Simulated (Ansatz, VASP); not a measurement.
# CdS: VASP beside Ansatz

Contents of POSCAR:

```
CdS
1.0
    0.0000000000      2.9165000000      2.9165000000
    2.9165000000      0.0000000000      2.9165000000
    2.9165000000      2.9165000000      0.0000000000
Cd S
1 1
Direct
    0.0000000000      0.0000000000      0.0000000000
    0.2500000000      0.2500000000      0.2500000000
```

File INCAR.step1:

```
ALGO     = Normal         # electronic algorithm
EDIFF    = 1E-4           # SCF threshold, eV
ENCUT    = 600            # plane-wave cutoff, eV
GGA      = PE             # functional
ISMEAR   = 0              # smearing method
LASPH    = True           # aspherical terms in the spheres
LCHARG   = False          # write CHGCAR
LREAL    = False          # projectors in reciprocal space
LWAVE    = True           # write WAVECAR
NELM     = 100            # most SCF steps
PREC     = Accurate       # precision mode
SIGMA    = 0.01           # smearing width, eV
```

INCAR.step2

```
ALGO     = Normal         # electronic algorithm
BPARAM   = 11.95        
CPARAM   = 0.0093       
EDIFF    = 1E-7           # SCF threshold, eV
EDIFFG   = -0.01          # ionic threshold
ENCUT    = 600            # plane-wave cutoff, eV
IBRION   = 2              # ionic algorithm
ISIF     = 3              # what is computed and relaxed
ISMEAR   = 0              # smearing method
ISTART   = 1            
IVDW_NL  = 2            
LASPH    = True           # aspherical terms in the spheres
LCHARG   = False          # write CHGCAR
LMIXTAU  = True         
LREAL    = False          # projectors in reciprocal space
LUSE_VDW = True         
LWAVE    = False          # write WAVECAR
METAGGA  = R2SCAN         # meta-GGA
NELM     = 100            # most SCF steps
NSW      = 100            # ionic steps
PREC     = Accurate       # precision mode
SIGMA    = 0.01           # smearing width, eV
```

File KPOINTS:

```
k-points
0
Gamma
  6 6 6
```

Input for Ansatz:

```yaml
crystal:
  lattice:
    - [0.0, 2.9165, 2.9165]
    - [2.9165, 0.0, 2.9165]
    - [2.9165, 2.9165, 0.0]
  atoms:
    - { symbol: Cd, position: [0.0, 0.0, 0.0] }
    - { symbol: S, position: [0.25, 0.25, 0.25] }
basis:
  ecutwfc: 571.4391111657479
kpoints:
  mp_grid:
    grid: [6, 6, 6]
hamiltonian:
  xc: r2scan
  dispersion: rvv10
scf:
  occupations:
    method: fixed
relax:
  max_steps: 100
  cell: {}
```

Alike in both runs: task relaxation of cell and atoms; functional r2SCAN; dispersion rVV10; k mesh 6 × 6 × 6; no spin polarisation.

|  | VASP | Ansatz |
| --- | --- | --- |
| version | VASP 6.6.1 | Ansatz 0.2.0 |
| potentials or method | VASP PAW PBE potentials, release 64 (Cd, S), cutoff 600 eV | plane waves, PAW |
| occupations | gaussian, width 0.01 eV | fixed |
| valence electrons in the cell | 18 | 26 |

Ansatz gave:

```
relaxed volume (Å³/atom)                                     : 25.04
relaxed cell length with the largest relative difference (Å) : 4.137
```

**Question.** What did VASP give for the same quantities?

**Answer.** Relaxed volume (Å³/atom): 25.17; relaxed cell length with the largest relative difference (Å): 4.145.

VASP's potentials were made for PBE, not for r2SCAN. VASP's potentials hold 18 valence electrons a cell and Ansatz's 26, so a difference there can come from the potentials and not from the codes.
